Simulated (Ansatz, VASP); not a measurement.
## Os: VASP beside Ansatz

```
Os
1.0
     0.00000    1.94500    1.94500
     1.79913    0.00000    1.94500
     1.79913    1.94500    0.00000
Os
1
Direct
  0.00000 0.00000 0.00000
```

Change from the starting cell: strain -0.0750 x Voigt [1, 0, 0, 0, 0, 0], atoms carried along.

Alike in both runs: task single point; functional PBEsol; k mesh 20 × 20 × 20; occupations gaussian, width 0.15 eV; no spin polarisation.

|  | VASP | Ansatz |
| --- | --- | --- |
| version | VASP 6.6.1 | Ansatz 0.2.0 |
| potentials or method | VASP PAW PBE potentials, release 64 (Os_sv_GW), cutoff 500 eV | scalar-relativistic, plane waves, PAW |
| valence electrons in the cell | 16 | 16 |

|  | VASP | Ansatz | Ansatz less VASP |
| --- | --- | --- | --- |
| gap on the k mesh at the Fermi level (eV) | none | none | - |
| pressure (GPa) | 9.4 | 12.0 | +2.60 |
| traceless stress, the component that is largest in VASP (GPa) | 21.00 | 21.02 | +0.014 |

VASP's potentials were made for PBE, not for PBEsol. A gap of «none» marks a metal or a gap that the smearing closes. With one functional, cell and mesh, what is left measures potentials, basis and numerics.

Spin-orbit coupling is off throughout.
